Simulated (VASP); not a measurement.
Runs of VASP 6.6.1 on Os. The structure is that of space group P6_3/mmc (No. 194), or close to it. The cells are those of the table. 

| cell | gap on the mesh (eV) | pressure (GPa) |
| --- | --- | --- |
| a = 2.734, b = 2.734, c = 4.644 Å, angles 90.0, 90.0, 120.0°, 2 atoms | none | -27.1 |
| a = 2.734, b = 2.734, c = 4.806 Å, angles 90.0, 90.0, 120.0°, 2 atoms | none | (a) |
| a = 2.734, b = 2.734, c = 4.886 Å, angles 90.0, 90.0, 120.0°, 2 atoms | none | -36.7 |
| a = 2.734, b = 2.734, c = 4.968 Å, angles 90.0, 90.0, 120.0°, 2 atoms | none | (c) |
| a = 2.734, b = 2.734, c = 3.996 Å, angles 90.0, 90.0, 120.0°, 2 atoms | none | (b) |
| a = 2.734, b = 2.734, c = 3.834 Å, angles 90.0, 90.0, 120.0°, 2 atoms | none | 78.8 |
| a = 2.734, b = 2.734, c = 4.482 Å, angles 90.0, 90.0, 120.0°, 2 atoms | none | -16.8 |
| a = 2.734, b = 2.734, c = 4.158 Å, angles 90.0, 90.0, 120.0°, 2 atoms | none | 17.4 |
| a = 2.734, b = 2.734, c = 3.672 Å, angles 90.0, 90.0, 120.0°, 2 atoms | none | 124.0 |

Alike in all rows: task single point; level PBEsol; potentials or basis VASP PAW PBE potentials, release 64 (Os); no spin polarisation; k mesh 18 × 18 × 12; cutoff (eV) 520; smearing gaussian 0.15 eV.

**Question.** Estimate the missing entries.

**Answer.** (a) -34.1; (b) 43.9; (c) -38.7.

Caveats: the PAW data sets were made with another functional, which shifts forces and pressure a little; spin-orbit coupling is left out, which moves the levels of the heavy elements.

A k mesh can miss the band edges, and the runs leave out spin-orbit coupling on Os.

A gap of «none» marks levels without a gap at the run's occupations.
